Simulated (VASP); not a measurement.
Set up this calculation in VASP 6.6.1, as the native input.

```yaml
Task: single point
Functional: LDA
Potentials_or_basis: VASP PAW LDA potentials, release 64 (Rb_sv)
Cutoff: 520 eV
k_mesh: 9 × 9 × 5
Occupations: fermi-dirac, width 0.1 eV
Spin: no spin polarisation
Dipole_correction: no
Further_INCAR_settings: ALGO = Normal; EDIFF = 1e-06; NBANDS = 16
```

The structure of Rb lies in POSCAR:

```
Rb
1.0
    4.2502457240      0.0000000000      0.0000000000
   -2.1251228620      3.6808207693      0.0000000000
    0.0000000000      0.0000000000      6.9862855379
Rb
2
Direct
    0.3333333333      0.6666666667      0.2500000000
    0.6666666667      0.3333333333      0.7500000000
```

These files were run (other wordings do the same):

INCAR

```
ALGO = Normal ; EDIFF = 1E-6
ENCUT = 520 ; ISIF = 2
ISMEAR = -1 ; LASPH = T
LCHARG = F ; LREAL = F
LWAVE = F ; NBANDS = 16
NELM = 80 ; PREC = Accurate
SIGMA = 0.1
```

KPOINTS

```
k-points
0
Gamma
  9 9 5
```

Potentials or basis: VASP PAW LDA potentials, release 64 (Rb_sv).

The run is started by

```bash
$ cat potpaw_LDA.64/Rb_sv/POTCAR > POTCAR
$ mpirun -np 1 vasp_std > vasp.out
```

Results of the run:

| Item | Value |
| --- | --- |
| Pressure | 2.3 GPa |
| Band gap on the k mesh | zero (band 9 reaches 2.29 eV, above the bottom of band 10 at -0.03 eV) |

It took 16 s on 1 thread of Intel(R) Xeon(R) 6975P-C (Granite Rapids), with other jobs on the host, peak memory 0.2 GiB.
